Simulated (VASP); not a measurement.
Al2Pt, 3 atoms in the cell. It takes space group Fm-3m (No. 225, cubic). The conventional cell has a = 5.910 Å, b = 5.910 Å, c = 5.910 Å, α = 90.00°, β = 90.00°, γ = 90.00°. Pt (site symmetry m-3m) has 8 Al at 2.56 Å within 3.4 Å. Within 3.4 Å of Al (site symmetry -43m) lie 4 Pt at 2.56 Å and 6 Al at 2.96 Å. 

| Quantity | Value |
| --- | --- |
| Program | VASP 6.6.1 |
| Task | single point |
| Functional | PBEsol |
| Potentials or basis | VASP PAW PBE potentials, release 64 (Pt, Al) |
| Cutoff | 520 eV |
| k mesh | 9 × 9 × 9 |
| Occupations | fermi-dirac, width 0.05 eV |
| Spin | no spin polarisation |
| Dipole correction | no |
| Further INCAR settings | ALGO = Fast; EDIFF = 1e-06; NBANDS = 15 |

Potentials or basis: VASP PAW PBE potentials, release 64 (Pt, Al).

The run is started by

```sh
$ cat potpaw_PBE.64/Pt/POTCAR potpaw_PBE.64/Al/POTCAR > POTCAR
$ mpirun -np 1 vasp_std > vasp.out
```

Hardware: 1 thread of Intel(R) Xeon(R) 6975P-C (Granite Rapids) (shared host).

Problem. How long does it take, and how much memory?

Solution. Run time: 27 s on 1 thread of Intel(R) Xeon(R) 6975P-C (Granite Rapids), on a shared host, peak memory 0.18 GiB. Counts: scf iterations 15, k points 35.
